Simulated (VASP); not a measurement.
Write the native input for VASP 6.6.1 that does the following.

```yaml
Task: single point
Functional: LDA
Potentials_or_basis: VASP PAW LDA potentials, release 64 (Ba_sv)
Cutoff: 500 eV
k_mesh: 6 × 6 × 6
Occupations: gaussian, width 0.1 eV
Spin: no spin polarisation
Dipole_correction: no
Further_INCAR_settings: ALGO = Normal; EDIFF = 1e-06; NBANDS = 11
```

The structure of Ba lies in POSCAR:

```
Ba
1.0
    4.0060000000      0.0000000000      0.0000000000
    0.0000000000      4.0060000000      0.0000000000
    0.0000000000      0.0000000000      4.0060000000
Ba
1
Direct
    0.5000000000      0.5000000000      0.5000000000
```

These files were run (other wordings do the same):

INCAR

```
PREC     = Accurate       # precision mode
ENCUT    = 500            # plane-wave cutoff, eV
EDIFF    = 1E-6           # SCF threshold, eV
ISMEAR   = 0              # smearing method
SIGMA    = 0.1            # smearing width, eV
LREAL    = F              # projectors in reciprocal space
LASPH    = T              # aspherical terms in the spheres
NELM     = 120            # most SCF steps
ALGO     = Normal         # electronic algorithm
ISIF     = 2              # what is computed and relaxed
LWAVE    = F              # write WAVECAR
LCHARG   = T              # write CHGCAR
GGA      = CA             # functional
LELF     = T              # ELF
LVHAR    = T            
NBANDS   = 11             # bands
GGA_COMPAT= F
```

KPOINTS

```
regular mesh
0
Gamma
  6 6 6
```

Potentials or basis: VASP PAW LDA potentials, release 64 (Ba_sv).

Run with:

```sh
$ cat potpaw_LDA.64/Ba_sv/POTCAR > POTCAR
$ mpirun -np 1 vasp_std > vasp.out
```

Results of the run:

```json
{
  "Pressure": "-1.5 GPa",
  "Band gap on the k mesh": "zero (band 5 reaches 1.41 eV, above the bottom of band 6 at 1.28 eV)"
}
```

Caveat: spin-orbit coupling is left out, which moves the levels of the heavy elements.

Wall time 4.8 s on 1 thread of Intel(R) Xeon(R) 6975P-C (Granite Rapids), on a shared host, peak memory 0.14 GiB.
